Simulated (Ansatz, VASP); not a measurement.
## Ag: VASP beside Ansatz

Contents of INCAR:

```
ALGO = Fast ; EDIFF = 1E-7
EDIFFG = -0.001 ; ENCUT = 600
GGA = PE ; IBRION = 2
ISIF = 3 ; ISMEAR = -1
LASPH = T ; LCHARG = F
LREAL = F ; LWAVE = F
NELM = 100 ; NSW = 80
PREC = Accurate ; SIGMA = 0.15
```

KPOINTS

```
k-points
0
Gamma
  18 18 10
```

The input POSCAR:

```
Ag
1.0
    2.9341770162      0.0000000000      0.0000000000
   -1.4670885081      2.5410718352      0.0000000000
    0.0000000000      0.0000000000      4.7990779220
Ag
2
Direct
    0.3333333333      0.6666666667      0.2500000000
    0.6666666667      0.3333333333      0.7500000000
```

Input for Ansatz:

```yaml
crystal:
  lattice:
    - [2.9341770162, 0.0, 0.0]
    - [-1.4670885081, 2.5410718352, 0.0]
    - [0.0, 0.0, 4.799077922]
  atoms:
    - { symbol: Ag, position: [0.3333333333, 0.6666666667, 0.25] }
    - { symbol: Ag, position: [0.6666666667, 0.3333333333, 0.75] }
basis:
  ecutwfc: 420
kpoints:
  mp_grid: { grid: [18, 18, 10] }
hamiltonian:
  xc: pbe
scf:
  occupations: { method: fermi_dirac, width: 0.15 }
output:
  forces: true
  stress: true
  eigenvalues: true
  write_density: true
  write_potential: true
  elf: true
  volumetric_format: npy
relax:
  adjacent_minimum: "off"
  f_tol: 0.001
  max_steps: 60
  cell: { stress_tol: 0.01 }
```

Alike in both runs: task relaxation of cell and atoms; functional PBE; k mesh 18 × 18 × 10; occupations fermi-dirac, width 0.15 eV; no spin polarisation.

|  | VASP | Ansatz |
| --- | --- | --- |
| version | VASP 6.6.1 | Ansatz 0.2.0 |
| potentials or method | VASP PAW PBE potentials, release 64 (Ag), cutoff 600 eV | scalar-relativistic, plane waves, PAW |
| valence electrons in the cell | 22 | 38 |

|  | VASP | Ansatz | Ansatz less VASP |
| --- | --- | --- | --- |
| gap on the k mesh at the Fermi level, each at its own relaxed structure (eV) | none | none | - |
| relaxed volume (Å³/atom) | 17.86 | 17.89 | +0.027 |
| relaxed length of the cell vector where the two differ most in proportion (Å) | 4.807 | 4.809 | +0.0026 |

A gap of «none» marks a metal or a gap that the smearing closes. VASP's potentials hold 22 valence electrons a cell and Ansatz's 38, so a difference there can come from the potentials and not from the codes.
